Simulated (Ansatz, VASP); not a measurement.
## V: VASP beside Ansatz

POSCAR

```
V
1.0
   -1.4921359662      1.4921359662      1.4921359662
    1.4921359662     -1.4921359662      1.4921359662
    1.4921359662      1.4921359662     -1.4921359662
V
1
Direct
    0.0000000000      0.0000000000      0.0000000000
```

The input INCAR.step1:

```
PREC     = Accurate       # precision mode
ENCUT    = 600            # plane-wave cutoff, eV
ISMEAR   = -1             # smearing method
SIGMA    = 0.15           # smearing width, eV
LREAL    = F              # projectors in reciprocal space
LASPH    = T              # aspherical terms in the spheres
NELM     = 60             # most SCF steps
GGA      = PE             # functional
ALGO     = Normal         # electronic algorithm
EDIFF    = 1E-4           # SCF threshold, eV
LWAVE    = T              # write WAVECAR
LCHARG   = F              # write CHGCAR
```

File INCAR.step2:

```
PREC     = Accurate       # precision mode
ENCUT    = 600            # plane-wave cutoff, eV
EDIFF    = 1E-6           # SCF threshold, eV
ISMEAR   = -1             # smearing method
SIGMA    = 0.15           # smearing width, eV
LREAL    = F              # projectors in reciprocal space
LASPH    = T              # aspherical terms in the spheres
NELM     = 60             # most SCF steps
ALGO     = Normal         # electronic algorithm
ISIF     = 3              # what is computed and relaxed
LWAVE    = F              # write WAVECAR
LCHARG   = F              # write CHGCAR
METAGGA  = R2SCAN         # meta-GGA
LMIXTAU  = T            
IBRION   = 2              # ionic algorithm
NSW      = 80             # ionic steps
EDIFFG   = -0.001         # ionic threshold
ISTART   = 1
```

The input KPOINTS:

```
regular mesh
0
Gamma
  26 26 26
```

Input for Ansatz:

```yaml
crystal:
  lattice:
    - [-1.4921359662, 1.4921359662, 1.4921359662]
    - [1.4921359662, -1.4921359662, 1.4921359662]
    - [1.4921359662, 1.4921359662, -1.4921359662]
  atoms:
    - { symbol: V, position: [0.0, 0.0, 0.0] }
basis:
  ecutwfc: 600.0
kpoints:
  mp_grid: { grid: [26, 26, 26] }
hamiltonian:
  xc: r2scan
  pseudopotentials: { kind: paw, azcp: { folder: soft_1 } }
scf:
  occupations: { method: fermi_dirac, width: 0.15 }
output:
  forces: true
  stress: true
  eigenvalues: true
relax:
  adjacent_minimum: "off"
  f_tol: 0.001
  max_steps: 60
  cell: { stress_tol: 0.01 }
```

Alike in both runs: task relaxation of cell and atoms; functional r2SCAN; k mesh 26 × 26 × 26; occupations fermi-dirac, width 0.15 eV; no spin polarisation.

|  | VASP | Ansatz |
| --- | --- | --- |
| version | VASP 6.6.1 | Ansatz 0.2.0 |
| potentials or method | VASP PAW PBE potentials, release 64 (V_sv), cutoff 600 eV | scalar-relativistic, plane waves, PAW |
| valence electrons in the cell | 13 | 13 |

VASP gave:

* gap on the k mesh at the Fermi level, each at its own relaxed structure (eV): none
* relaxed volume (Å³/atom): 13.36
* relaxed cell length with the largest relative difference (Å): 2.589

**Question.** What did Ansatz give for the same quantities?

**Answer.** gap on the k mesh at the Fermi level, each at its own relaxed structure (eV): none; relaxed volume (Å³/atom): 13.34; relaxed cell length with the largest relative difference (Å): 2.588.

VASP's potentials were made for PBE, not for r2SCAN. A gap of «none» marks a metal or a gap that the smearing closes.
